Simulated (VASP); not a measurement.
Wanted: the native input for a VASP 6.6.1 run.

```yaml
Task: single point
Functional: PBEsol
Potentials_or_basis: VASP PAW PBE potentials, release 64 (C)
Cutoff: 520 eV
k_mesh: 13 × 13 × 13
Occupations: fermi-dirac, width 0.05 eV
Spin: no spin polarisation
Dipole_correction: no
Further_INCAR_settings: ALGO = Normal; EDIFF = 1e-06; NBANDS = 11
```

The structure of C lies in POSCAR:

```
C
1.0
    0.0000000000      1.7704611759      1.7704611759
    1.7704611759      0.0000000000      1.7704611759
    1.7704611759      1.7704611759      0.0000000000
C
2
Direct
    0.7500000000      0.7500000000      0.7500000000
    0.5000000000      0.5000000000      0.5000000000
```

These files were run (other wordings do the same):

INCAR

```
  ALGO = Normal
  EDIFF = 1E-6
  ENCUT = 520
  GGA = PS
  ISIF = 2
  ISMEAR = -1
  LASPH = True
  LCHARG = False
  LREAL = False
  LWAVE = False
  NBANDS = 11
  NELM = 60
  PREC = Accurate
  SIGMA = 0.05
```

KPOINTS

```
k-points
0
Gamma
  13 13 13
```

Potentials or basis: VASP PAW PBE potentials, release 64 (C).

Command:

```bash
$ cat potpaw_PBE.64/C/POTCAR > POTCAR
$ mpirun -np 1 vasp_std > vasp.out
```

Results of the run:

```
Pressure               : 6.2 GPa
Band gap on the k mesh : 4.06 eV, indirect (least direct gap 5.60 eV)
```

Caveat: the PAW data sets were made with another functional, which shifts forces and pressure a little.

Run time: 5.2 s on 1 thread of AMD EPYC 9R45 96-Core Processor (Zen 5), on a shared host, peak memory 0.09 GiB.
